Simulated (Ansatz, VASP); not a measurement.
# One calculation of W, two programs

Contents of INCAR:

```
SYSTEM = W
  PREC = Accurate
  ENCUT = 520
  EDIFF = 1E-6
  ISMEAR = 0
  SIGMA = 0.15
  LREAL = .False.
  LASPH = .True.
  NELM = 80
  ALGO = Fast
  ISIF = 2
  LWAVE = .False.
  LCHARG = .False.
  GGA = CA
  NBANDS = 21
```

The input KPOINTS:

```
regular mesh
0
Gamma
  16 16 12
  0 0 0
```

File POSCAR:

```
W
1.0
    0.0000000000     -1.9862702900     -1.9862702900
    0.0000000000      1.9862702900     -1.9862702900
    3.9725405800      0.0000000000      0.0000000000
W
2
Direct
    0.5203396286      0.4796603714      0.5000000000
   -0.0203396286      0.0203396286      0.0000000000
```

Input for Ansatz:

```yaml
crystal:
  lattice:
    - [0.0, -1.98627029, -1.98627029]
    - [0.0, 1.98627029, -1.98627029]
    - [3.97254058, 0.0, 0.0]
  atoms:
    - { symbol: W, position: [0.5203396286, 0.4796603714, 0.5] }
    - { symbol: W, position: [-0.0203396286, 0.0203396286, 0.0] }
basis:
  ecutwfc: 420
kpoints:
  mp_grid: { grid: [16, 16, 12] }
hamiltonian:
  xc: lda
scf:
  occupations: { method: gaussian, width: 0.15 }
output:
  forces: true
  stress: true
  eigenvalues: true
```

Change from the starting cell: mode 4 frozen in at -0.081 Å and mode 6 at +0.000 Å (largest displacements).

Alike in both runs: task single point; functional LDA; k mesh 16 × 16 × 12; occupations gaussian, width 0.15 eV; no spin polarisation.

```csv
,VASP,Ansatz
version,VASP 6.6.1,Ansatz 0.2.0
potentials or method,"VASP PAW LDA potentials, release 64 (W_sv), cutoff 520 eV","scalar-relativistic, plane waves, PAW"
valence electrons in the cell,28,28
```

Ansatz gave:

| Item | Value |
| --- | --- |
| gap on the k mesh at the Fermi level (eV) | none |
| pressure (GPa) | 1.5 |
| traceless stress, the component that is largest in VASP (GPa) | -2.55 |
| rms of the force components (eV/Å) | 0.341 |

Q: Estimate VASP's values.

A: gap on the k mesh at the Fermi level (eV): none; pressure (GPa): 3.4; traceless stress, the component that is largest in VASP (GPa): -2.54; rms of the force components (eV/Å): 0.352.

LDA's correlation is that of Perdew and Zunger in VASP and of Perdew and Wang (1992) in Ansatz. Atom by atom the forces differ by 0.011 eV/Å (rms over components). A gap of «none» marks a metal or a gap that the smearing closes.

Neither program's run includes spin-orbit coupling.
